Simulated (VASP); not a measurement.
Wanted: the native input for a VASP 6.6.1 run.

```yaml
Task: single point
Functional: PBEsol
Dispersion: D3(BJ)
Potentials_or_basis: VASP PAW PBE potentials, release 64 (Cu)
Cutoff: 520 eV
k_mesh: 24 × 24 × 1
Occupations: methfessel-paxton, width 0.1 eV
Spin: no spin polarisation
Dipole_correction: yes
Further_INCAR_settings: ALGO = Normal; EDIFF = 1e-06; NBANDS = 30; NELMDL = -8
```

The structure of Cu lies in POSCAR:

```
Cu
1.0
    2.4585559957      0.0000000000      0.0000000000
   -1.2292779978      2.1291719489      0.0000000000
    0.0000000000      0.0000000000     22.9796200050
Cu
4
Direct
    0.0000000000      0.0000000000      0.3046177438
    0.6666666667      0.3333333333      0.3931826931
    0.3333333333      0.6666666667      0.4820020538
    1.0000000000      1.0000000000      0.5700485760
```

These files were run (other wordings do the same):

INCAR

```
PREC = Accurate
ENCUT = 520
EDIFF = 1E-6
ISMEAR = 1
SIGMA = 0.1
LREAL = F
LASPH = T
NELM = 120
ALGO = Normal
ISIF = 2
LWAVE = F
LCHARG = F
LDIPOL = T
IDIPOL = 3
DIPOL = 0.5 0.5 0.437
GGA = PS
IVDW = 12
NBANDS = 30
GGA_COMPAT = F
NELMDL = -8
```

KPOINTS

```
regular mesh
0
Gamma
  24 24 1
```

Potentials or basis: VASP PAW PBE potentials, release 64 (Cu).

Launch:

```console
$ cat potpaw_PBE.64/Cu/POTCAR > POTCAR
$ mpirun -np 1 vasp_std > vasp.out
```

It gave:

```json
{
  "Largest force": "0.163 eV/Å",
  "Band gap on the k mesh": "zero (band 22 reaches 3.98 eV, above the bottom of band 23 at -1.73 eV)",
  "Dispersion energy per atom": "-0.398 eV"
}
```

Caveat: the PAW data sets were made with another functional, which shifts forces and pressure a little.

Run time: 4.7 min on 1 thread of Intel(R) Xeon(R) Platinum 8375C CPU @ 2.90GHz (Ice Lake), on a shared host, peak memory 0.33 GiB.
